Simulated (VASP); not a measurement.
AlCu5, 6 atoms in the cell. It takes space group P-62m (No. 189, hexagonal). The conventional cell has a = 4.894 Å, b = 4.894 Å, c = 4.422 Å, α = 90.00°, β = 90.00°, γ = 120.00°. Al (site symmetry -62m) has 12 Cu at 2.77 to 2.83 Å within 3.6 Å. Within 3.6 Å of Cu (site symmetry m2m) lie 10 Cu at 2.74 to 2.88 Å and 2 Al at 2.77 Å. Cu (site symmetry -6) has 9 Cu at 2.74 to 2.83 Å and 3 Al at 2.83 Å within 3.6 Å. 

```yaml
Program: VASP 6.6.1
Task: single point
Functional: PBE
Potentials_or_basis: VASP PAW PBE potentials, release 64 (Al, Cu)
Cutoff: 520 eV
k_mesh: 6 × 6 × 4
Occupations: gaussian, width 0.1 eV
Spin: no spin polarisation
Dipole_correction: no
Further_INCAR_settings: ALGO = Normal; EDIFF = 1e-07; NBANDS = 38
```

Potentials or basis: VASP PAW PBE potentials, release 64 (Al, Cu).

Command:

```sh
$ cat potpaw_PBE.64/Al/POTCAR potpaw_PBE.64/Cu/POTCAR > POTCAR
$ mpirun -np 1 vasp_std > vasp.out
```

Hardware: 1 thread of Intel Xeon 6975P-C, on a shared host.

Task: How long does it take, and how much memory?

Result: Wall time 76 s on 1 thread of Intel Xeon 6975P-C (shared host), peak memory 0.23 GiB. Counts: scf iterations 18, k points 21.
